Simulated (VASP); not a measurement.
The system is KZrCl4.

```
K Zr Cl
1.0
     0.00000    4.49766    4.49766
     4.49766    0.00000    4.49766
     4.49766    4.49766    0.00000
K Zr Cl
1 1 4
Direct
  0.75000 0.75000 0.75000
  0.00000 0.00000 0.00000
  0.87536 0.37488 0.37488
  0.37488 0.37488 0.37488
  0.37488 0.87536 0.37488
  0.37488 0.37488 0.87536
```

Base run:

- Program: VASP 6.6.1
- Functional: PBE
- Potentials or basis: VASP PAW PBE potentials, release 64 (K_sv, Zr_sv, Cl)
- Cutoff: 520 eV
- k mesh: 4 × 4 × 4
- Occupations: gaussian, width 0.1 eV
- Spin: no spin polarisation

Its results: pressure -4.0 GPa; largest force 0.064 eV/Å.

Question: The run is repeated on the same cell with these changes: spin from no spin polarisation to collinear spin, ferromagnetic start; further incar settings from ALGO = Normal; EDIFF = 1e-06; NBANDS = 34 to ALGO = Normal; EDIFF = 1e-06; NBANDS = 38. What comes out?

Answer: Pressure -3.4 GPa; net moment 2.03 μB per cell; site moments K +0.01; Zr +1.46; Cl -0.01 μB; largest force 0.114 eV/Å.

Caveats: an odd number of electrons without spin polarisation forces a metal (some runs); a magnetic or distorted state may lie lower (some runs).
